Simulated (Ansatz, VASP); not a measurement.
Al7Cu: VASP beside Ansatz

```
Al Cu
1.0
     0.00000    3.81374    3.81374
     3.81374    0.00000    3.81374
     3.81374    3.81374    0.00000
Al Cu
7 1
Direct
  0.50000 0.00000 0.00000
  0.00000 0.50000 0.50000
  0.00000 0.50000 0.00000
  0.50000 0.00000 0.50000
  0.00000 0.00000 0.50000
  0.50000 0.50000 0.00000
  0.00000 0.00000 0.00000
  0.50000 0.50000 0.50000
```

Alike in both runs: task single point; functional PBE; k mesh 8 × 8 × 8; occupations gaussian, width 0.1 eV; no spin polarisation.

|  | VASP | Ansatz |
| --- | --- | --- |
| version | VASP 6.6.1 | Ansatz 0.2.0 |
| potentials or method | VASP PAW PBE potentials, release 64 (Al, Cu), cutoff 520 eV | scalar-relativistic, plane waves, PAW |
| valence electrons in the cell | 32 | 40 |

|  | VASP | Ansatz | Ansatz less VASP |
| --- | --- | --- | --- |
| gap on the k mesh at the Fermi level (eV) | none | none | - |
| pressure (GPa) | 14.7 | 14.7 | -0.07 |

A gap of «none» marks a metal or a gap that the smearing closes. VASP's potentials hold 32 valence electrons a cell and Ansatz's 40, so a difference there can come from the potentials and not from the codes.
